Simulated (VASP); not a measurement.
# BP (F-43m) in VASP: notebook

The runs below take BP through vibrations by perturbation theory, density of states, with PBE.

All numbers are computed with VASP 6.6.1; they aren't measurements. Logs are shortened: lines on timing, memory, paths and dates and some standing lists are left out, and cuts for length are marked.

## 1. The cell of the first run

Symmetry: F-43m, No. 216, cubic system. The conventional cell has a = 4.242 Å, b = 4.242 Å, c = 4.242 Å, α = 90.00°, β = 90.00°, γ = 90.00°. Within 2.4 Å of B (site symmetry -43m) lie 4 P at 1.84 Å. P (site symmetry -43m) has 4 B at 1.84 Å within 2.4 Å.

## 2. Vibrations by perturbation theory, PBE

INCAR

```
SYSTEM = BP
PREC = Accurate
ENCUT = 520
EDIFF = 1E-8
ISMEAR = 0
SIGMA = 0.01
LREAL = .False.
LASPH = .True.
NELM = 60
ALGO = Normal
ISIF = 2
LWAVE = .False.
LCHARG = .True.
GGA = PE
NBANDS = 11
IBRION = 8
NSW = 1
LEPSILON = .True.
```

KPOINTS

```
Automatic mesh
0
Gamma
  12 12 12
  0 0 0
```

POSCAR

```
BP
1.0
    0.0000000000      2.1212134774      2.1212134774
    2.1212134774      0.0000000000      2.1212134774
    2.1212134774      2.1212134774      0.0000000000
B P
1 1
Direct
    0.0000000000      0.0000000000      0.0000000000
    0.7500000000      0.7500000000      0.7500000000
```

Potentials or basis: VASP PAW PBE potentials, release 64 (B, P).

Command:

```sh
$ cat potpaw_PBE.64/B/POTCAR potpaw_PBE.64/P/POTCAR > POTCAR
$ mpirun -np 1 vasp_std > vasp.out
```

OUTCAR:

```text
SYSTEM = BP
   PREC = Accurate
   ENCUT = 520
   EDIFF = 1E-8
   ISMEAR = 0
   LREAL = .False.
   LASPH = .True.
   NELM = 60
   ISIF = 2
   GGA = PE
   IBRION = 8
   NSW = 1
   LEPSILON = .True.

 ion  position               nearest neighbor table
   1  0.000  0.000  0.000-   2 1.84   2 1.84   2 1.84   2 1.84
   2  0.750  0.750  0.750-   1 1.84   1 1.84   1 1.84   1 1.84

  LATTYP: Found a face centered cubic cell.
 ALAT       =     4.2424269548

  Lattice vectors:

 A1 = (   0.0000000000,   2.1212134774,   2.1212134774)
 A2 = (   2.1212134774,   0.0000000000,   2.1212134774)
 A3 = (   2.1212134774,   2.1212134774,   0.0000000000)

Analysis of symmetry for initial positions (statically):
=====================================================================
 Subroutine PRICEL returns:
 Original cell was already a primitive cell.

 Routine SETGRP: Setting up the symmetry group for a
 face centered cubic supercell.

 Subroutine GETGRP returns: Found 24 space group operations
 (whereof 24 operations were pure point group operations)
 out of a pool of 48 trial point group operations.

The static configuration has the point symmetry T_d .

Analysis of symmetry for dynamics (positions and initial velocities):
=====================================================================
 Subroutine PRICEL returns:
 Original cell was already a primitive cell.

 Routine SETGRP: Setting up the symmetry group for a
 face centered cubic supercell.

 Subroutine GETGRP returns: Found 24 space group operations
 (whereof 24 operations were pure point group operations)
 out of a pool of 48 trial point group operations.

The dynamic configuration has the point symmetry T_d .

 Subroutine INISYM returns: Found 24 space group operations
 (whereof 24 operations are pure point group operations),
 and found     1 'primitive' translations

----------------------------------------------------------------------------------------

                                     Primitive cell

  volume of cell :      19.0890

  direct lattice vectors                    reciprocal lattice vectors
     0.000000000  2.121213477  2.121213477    -0.235714135  0.235714135  0.235714135
     2.121213477  0.000000000  2.121213477     0.235714135 -0.235714135  0.235714135
     2.121213477  2.121213477  0.000000000     0.235714135  0.235714135 -0.235714135

  length of vectors
     2.999848868  2.999848868  2.999848868     0.408268858  0.408268858  0.408268858

  position of ions in fractional coordinates (direct lattice)
     0.000000000  0.000000000  0.000000000
     0.750000000  0.750000000  0.750000000

  ion indices of the primitive-cell ions
   primitive index   ion index
                 1           1
                 2           2

----------------------------------------------------------------------------------------

 KPOINTS: Automatic mesh

Automatic generation of k-mesh.
 Grid dimensions read from file:
 generate k-points for:   12   12   12

 Generating k-lattice:

  Cartesian coordinates                     Fractional coordinates (reciprocal lattice)
    -0.019642845  0.019642845  0.019642845     0.083333333  0.000000000  0.000000000
     0.019642845 -0.019642845  0.019642845     0.000000000  0.083333333  0.000000000
     0.019642845  0.019642845 -0.019642845     0.000000000  0.000000000  0.083333333

  Length of vectors
     0.034022405  0.034022405  0.034022405

  Shift w.r.t. Gamma in fractional coordinates (k-lattice)
     0.000000000  0.000000000  0.000000000

 Subroutine IBZKPT returns following result:
 ===========================================

 Found     72 irreducible k-points:

 Following reciprocal coordinates:
            Coordinates               Weight
  0.000000  0.000000  0.000000      1.000000
[... 440 lines left out ...]
  energy-cutoff  :      520.00
  volume of cell :       19.09
      direct lattice vectors                 reciprocal lattice vectors
     0.000000000  2.121213477  2.121213477    -0.235714135  0.235714135  0.235714135
     2.121213477  0.000000000  2.121213477     0.235714135 -0.235714135  0.235714135
     2.121213477  2.121213477  0.000000000     0.235714135  0.235714135 -0.235714135

 POSITION                                       TOTAL-FORCE (eV/Angst)
 -----------------------------------------------------------------------------------
      0.00000      0.00000      0.00000        -0.000000      0.000000      0.000000
      3.18182      3.18182      3.18182         0.000000     -0.000000     -0.000000
 -----------------------------------------------------------------------------------
    total drift:                                0.000000      0.000000     -0.000000

  FREE ENERGIE OF THE ION-ELECTRON SYSTEM (eV)
  ---------------------------------------------------
  free  energy   TOTEN  =       -12.3515875935 eV

  energy  without entropy=      -12.3515875935  energy(sigma->0) =      -12.35158759

 HEAD OF MICROSCOPIC STATIC DIELECTRIC TENSOR (INDEPENDENT PARTICLE, excluding Hartree and local field effects)
 ------------------------------------------------------
           9.563481     0.000000    -0.000000
          -0.000000     9.563481     0.000000
           0.000000     0.000000     9.563481
 ------------------------------------------------------

 Free energy of the ion-electron system (eV)
  ---------------------------------------------------
  ---------------------------------------------------
  free energy    TOTEN  =        -0.45909186 eV

  energy without entropy =       -0.45909186

------------------------ aborting loop because EDIFF is reached ----------------------------------------

--------------------------------------- Ionic step        2  -------------------------------------------

------------------------ aborting loop because EDIFF is reached ----------------------------------------

--------------------------------------- Ionic step        3  -------------------------------------------

------------------------ aborting loop because EDIFF is reached ----------------------------------------

 PIEZOELECTRIC TENSOR FIELD DIRECTION 3  (e Angst)
 -----------------------------------------------------------------------------
    -0.00083 -0.56230  0.00000           ( -0.00000 -0.07706  0.00000)
    -0.56230 -0.00083  0.00000           ( -0.07706 -0.00000  0.00000)
     0.00000  0.00000  0.00055           (  0.00000  0.00000 -0.00000)

 PIEZOELECTRIC TENSOR FIELD DIRECTION 3  (C/m^2)
 -----------------------------------------------------------------------------
    -0.00070 -0.47195  0.00000
    -0.47195 -0.00070  0.00000
     0.00000  0.00000  0.00046

--------------------------------------- Ionic step        4  -------------------------------------------

------------------------ aborting loop because EDIFF is reached ----------------------------------------

[... ionic steps 5 to 6 ...]

--------------------------------------- Ionic step        7  -------------------------------------------

 Free energy of the ion-electron system (eV)
  ---------------------------------------------------
  ---------------------------------------------------
  free energy    TOTEN  =        -0.04033991 eV

  energy without entropy =       -0.04033991

------------------------ aborting loop because EDIFF is reached ----------------------------------------

 INTERNAL STRAIN TENSOR  FOR ION    2  DIRECTION 1   (eV/Angst):
 -----------------------------------------------------------------------------
    -0.00789  0.00000  0.00000
     0.00000  0.00645 17.27860
     0.00000 17.27860  0.00645

 MACROSCOPIC STATIC DIELECTRIC TENSOR (including local field effects in DFT)
 ------------------------------------------------------
           9.243476     0.000000    -0.000000
          -0.000000     9.243476     0.000000
          -0.000000    -0.000000     9.243476
 ------------------------------------------------------

 PIEZOELECTRIC TENSOR (including local field effects)  for field in x, y, z        (e  Angst)
          XX          YY          ZZ          XY          YZ          ZX
  --------------------------------------------------------------------------------
  x     0.00000    -0.00000     0.00000     0.00000    -0.55945     0.00000
  y     0.00000     0.00000     0.00000     0.00000     0.00000    -0.55945
  z    -0.00000     0.00000     0.00000    -0.55945     0.00000     0.00000

 PIEZOELECTRIC TENSOR (including local field effects)  for field in x, y, z        (C/m^2)
          XX          YY          ZZ          XY          YZ          ZX
  --------------------------------------------------------------------------------
  x     0.00000    -0.00000     0.00000     0.00000    -0.46956     0.00000
  y     0.00000     0.00000     0.00000     0.00000     0.00000    -0.46956
  z    -0.00000     0.00000     0.00000    -0.46956     0.00000     0.00000

 BORN EFFECTIVE CHARGES (including local field effects) (in |e|, cummulative output)
 ---------------------------------------------------------------------------------
 ion    1
    1    -1.17025    -0.00000    -0.00000
    2    -0.00000    -1.17025    -0.00000
    3     0.00000     0.00000    -1.17025
 ion    2
    1     1.17025     0.00000     0.00000
    2     0.00000     1.17025     0.00000
    3    -0.00000    -0.00000     1.17025

 INTERNAL STRAIN TENSOR FOR ION    2 for displacements in x,y,z  (eV/Angst):
          X           Y           Z          XY          YZ          ZX
  --------------------------------------------------------------------------------
  x    -0.00000     0.00000     0.00000     0.00000    17.27860     0.00000
  y     0.00000    -0.00000     0.00000     0.00000     0.00000    17.27860
  z     0.00000     0.00000    -0.00000    17.27860     0.00000     0.00000

 SECOND DERIVATIVES (NOT SYMMETRIZED)
 ------------------------------------
               1X          1Y          1Z          2X          2Y          2Z
  1X   -28.280746    0.000000    0.000000   28.280746    0.000000    0.000000
  1Y     0.000000  -28.280746    0.000000    0.000000   28.280746    0.000000
  1Z     0.000000    0.000000  -28.280746    0.000000    0.000000   28.280746
  2X    28.279116    0.000000    0.000000  -28.279116    0.000000    0.000000
  2Y     0.000000   28.279116    0.000000    0.000000  -28.279116    0.000000
  2Z     0.000000    0.000000   28.279116    0.000000    0.000000  -28.279116

 Eigenvectors and eigenvalues of the dynamical matrix
 ----------------------------------------------------

   1 f  =   29.367808 THz   184.523383 2PiTHz  979.604646 cm-1   121.455442 meV
             X         Y         Z           dx          dy          dz
      0.000000  0.000000  0.000000    -0.860977    0.000000    0.000000
      3.181820  3.181820  3.181820     0.508643    0.000000    0.000000
[... 21 lines left out ...]
   6 f/i=    0.000371 THz     0.002329 2PiTHz    0.012362 cm-1     0.001533 meV
             X         Y         Z           dx          dy          dz
      0.000000  0.000000  0.000000     0.000000   -0.186467   -0.473232
      3.181820  3.181820  3.181820     0.000000   -0.315631   -0.801036

--------------------------------------------------------------------------------------------------------

 MACROSCOPIC STATIC DIELECTRIC TENSOR IONIC CONTRIBUTION
 ------------------------------------------------------
           0.459051     0.000000    -0.000000
           0.000000     0.459051     0.000000
          -0.000000     0.000000     0.459051
 ------------------------------------------------------

 ELASTIC MODULI CONTR FROM IONIC RELAXATION (kBar)
 Direction    XX          YY          ZZ          XY          YZ          ZX
 --------------------------------------------------------------------------------
 XX          -0.0000      0.0000      0.0000     -0.0000      0.0000     -0.0000
 YY           0.0000     -0.0000      0.0000     -0.0000     -0.0000      0.0000
 ZZ           0.0000      0.0000     -0.0000      0.0000     -0.0000     -0.0000
 XY          -0.0000     -0.0000      0.0000   -914.8391      0.0000      0.0000
 YZ           0.0000     -0.0000     -0.0000      0.0000   -914.8391      0.0000
 ZX          -0.0000      0.0000     -0.0000      0.0000      0.0000   -914.8391
 --------------------------------------------------------------------------------

 PIEZOELECTRIC TENSOR IONIC CONTR  for field in x, y, z        (C/m^2)
          XX          YY          ZZ          XY          YZ          ZX
  --------------------------------------------------------------------------------
  x    -0.00000     0.00000     0.00000     0.00000     0.60978     0.00000
  y     0.00000    -0.00000     0.00000     0.00000     0.00000     0.60978
  z     0.00000     0.00000    -0.00000     0.60978    -0.00000    -0.00000
```

Run time: 3 min. Hardware: 1 thread of Intel Xeon 6975P-C (Granite Rapids), shared host; peak memory 0.25 GiB.

Results:

* Electronic dielectric tensor (diagonal): 9.24
* Born charges (mean of the diagonal): B -1.17; P +1.17 e
* Highest phonon frequency at Γ, LO-TO splitting left out: 980 cm⁻¹

Phonon frequencies in cm⁻¹ (negative: imaginary):
| q point | frequencies |
| --- | --- |
| (0.000, 0.000, 0.000) | 0 0 0 980 980 980 |

Electronic dielectric tensor:
```
9.24 0.00 0.00
0.00 9.24 0.00
0.00 0.00 9.24
```

Born effective charge tensors (e):
atom 1, B
```
-1.17  0.00  0.00
 0.00 -1.17  0.00
 0.00  0.00 -1.17
```
atom 2, P
```
1.17 0.00 0.00
0.00 1.17 0.00
0.00 0.00 1.17
```

Caveat: the cell wasn't relaxed at this level first, which shifts response properties.

## 3. Density of states, PBE

This run uses another cell than the first one, of 11.76 Å³/atom, 1.232 times its volume.

POSCAR

```
BP
1.0
    0.0000000000      2.2741519229      2.2741519229
    2.2741519229      0.0000000000      2.2741519229
    2.2741519229      2.2741519229      0.0000000000
B P
1 1
Direct
    0.0000000000      0.0000000000      0.0000000000
    0.2500000000      0.2500000000      0.2500000000
```

INCAR.step1

```
  ALGO = Normal
  EDIFF = 1E-6
  ENCUT = 520
  GGA = PE
  ISIF = 2
  ISMEAR = 0
  LASPH = True
  LCHARG = True
  LREAL = False
  LWAVE = False
  NBANDS = 11
  NELM = 100
  PREC = Accurate
  SIGMA = 0.02
```

KPOINTS.step1

```
k-points
0
Gamma
  10 10 10
```

INCAR.step2

```
  ALGO = Normal
  EDIFF = 1E-6
  ENCUT = 520
  GGA = PE
  ICHARG = 11
  ISIF = 2
  ISMEAR = -5
  LASPH = True
  LCHARG = False
  LORBIT = 10
  LREAL = False
  LWAVE = False
  NBANDS = 11
  NEDOS = 1001
  NELM = 100
  PREC = Accurate
  SIGMA = 0.02
```

KPOINTS.step2

```
k-points
0
Gamma
  15 15 15
```

Potentials or basis: VASP PAW PBE potentials, release 64 (B, P).

Command:

```sh
$ cat potpaw_PBE.64/B/POTCAR potpaw_PBE.64/P/POTCAR > POTCAR
$ cp INCAR.step1 INCAR
$ cp KPOINTS.step1 KPOINTS
$ mpirun -np 1 vasp_std > vasp.out
$ cp INCAR.step2 INCAR
$ cp KPOINTS.step2 KPOINTS
$ mpirun -np 1 vasp_std > vasp.out
```

Wall time 18 s (1 thread of Intel Xeon Platinum 8259CL at 2.50GHz (Skylake/Cascade Lake), shared host); peak memory 0.14 GiB.

Results (log left out):

| Quantity | Value |
| --- | --- |
| Valence electrons inside the program's atomic spheres | B 1.93; P 2.56 |

Levels at points of the mesh, in eV from the valence-band top:
| k point | band 2 | band 3 | band 4 | band 5 | band 6 | band 7 |
| --- | --- | --- | --- | --- | --- | --- |
| (0.00, 0.00, 0.00) | 0.00 | 0.00 | 0.00 | 3.39 | 3.39 | 3.39 |

## 4. Vibrations by perturbation theory, PBE

This run uses another cell than the first one, of 11.49 Å³/atom, 1.204 times its volume.

INCAR

```
ALGO = Normal
EDIFF = 1E-8
ENCUT = 520
GGA = PE
IBRION = 8
ISIF = 2
ISMEAR = 0
LASPH = True
LCHARG = False
LEPSILON = True
LREAL = False
LWAVE = False
NELM = 60
NSW = 1
PREC = Accurate
SIGMA = 0.01
```

KPOINTS

```
k-points
0
Gamma
  10 10 10
```

POSCAR

```
BP
1.0
    0.0000000000      2.2563901202      2.2563901202
    2.2563901202      0.0000000000      2.2563901202
    2.2563901202      2.2563901202      0.0000000000
B P
1 1
Direct
    0.0000000000      0.0000000000      0.0000000000
    0.7500000000      0.7500000000      0.7500000000
```

Potentials or basis: VASP PAW PBE potentials, release 64 (B, P).

Command:

```sh
$ cat potpaw_PBE.64/B/POTCAR potpaw_PBE.64/P/POTCAR > POTCAR
$ mpirun -np 1 vasp_std > vasp.out
```

OUTCAR:

```text
EDIFF = 1E-8
   ENCUT = 520
   GGA = PE
   IBRION = 8
   ISIF = 2
   ISMEAR = 0
   LASPH = True
   LEPSILON = True
   LREAL = False
   NELM = 60
   NSW = 1
   PREC = Accurate

 ion  position               nearest neighbor table
   1  0.000  0.000  0.000-   2 1.95   2 1.95   2 1.95   2 1.95
   2  0.750  0.750  0.750-   1 1.95   1 1.95   1 1.95   1 1.95

  LATTYP: Found a face centered cubic cell.
 ALAT       =     4.5127802404

[... 591 lines left out ...]
      3.384585  3.384585  3.384585     0.508657    0.000000    0.000000
[... 21 lines left out ...]
   6 f/i=    0.000072 THz     0.000451 2PiTHz    0.002393 cm-1     0.000297 meV
             X         Y         Z           dx          dy          dz
      0.000000  0.000000  0.000000     0.000000    0.000000   -0.508657
      3.384585  3.384585  3.384585     0.000000    0.000000   -0.860969

--------------------------------------------------------------------------------------------------------

 MACROSCOPIC STATIC DIELECTRIC TENSOR IONIC CONTRIBUTION
 ------------------------------------------------------
           0.120430     0.000000    -0.000000
           0.000000     0.120430     0.000000
          -0.000000     0.000000     0.120430
 ------------------------------------------------------

 ELASTIC MODULI CONTR FROM IONIC RELAXATION (kBar)
 Direction    XX          YY          ZZ          XY          YZ          ZX
 --------------------------------------------------------------------------------
 XX          -0.0000     -0.0000     -0.0000     -0.0000      0.0000     -0.0000
 YY          -0.0000     -0.0000      0.0000      0.0000      0.0000     -0.0000
 ZZ          -0.0000      0.0000     -0.0000      0.0000      0.0000      0.0000
 XY          -0.0000      0.0000      0.0000   -211.1109      0.0000     -0.0000
 YZ           0.0000      0.0000      0.0000      0.0000   -211.1109     -0.0000
 ZX          -0.0000     -0.0000      0.0000      0.0000     -0.0000   -211.1109
 --------------------------------------------------------------------------------

 PIEZOELECTRIC TENSOR IONIC CONTR  for field in x, y, z        (C/m^2)
          XX          YY          ZZ          XY          YZ          ZX
  --------------------------------------------------------------------------------
  x    -0.00000    -0.00000    -0.00000    -0.00000     0.15004     0.00000
  y     0.00000     0.00000    -0.00000    -0.00000     0.00000     0.15004
  z     0.00000    -0.00000    -0.00000     0.15004    -0.00000     0.00000
```

Wall time 3.3 min (1 thread of Intel Xeon 8259CL, shared host); peak memory 0.21 GiB.

What came out:

```yaml
Electronic_dielectric_tensor_diagonal: 9.27
Born_charges_mean_of_the_diagonal: B -0.55; P +0.55 e
Highest_phonon_frequency_at_Γ_LO-TO_splitting_left_out: 818 cm⁻¹
```

Phonon frequencies in cm⁻¹ (negative: imaginary):
```csv
q point,frequencies
"(0.000, 0.000, 0.000)",0 0 0 818 818 818
```

Electronic dielectric tensor:
```
9.27 0.00 0.00
0.00 9.27 0.00
0.00 0.00 9.27
```

Born effective charge tensors (e):
atom 1, B
```
-0.55  0.00  0.00
 0.00 -0.55  0.00
 0.00  0.00 -0.55
```
atom 2, P
```
0.55 0.00 0.00
0.00 0.55 0.00
0.00 0.00 0.55
```

Caveat: the cell wasn't relaxed at this level first, which shifts response properties.

(Continued in part 2 of 2.)
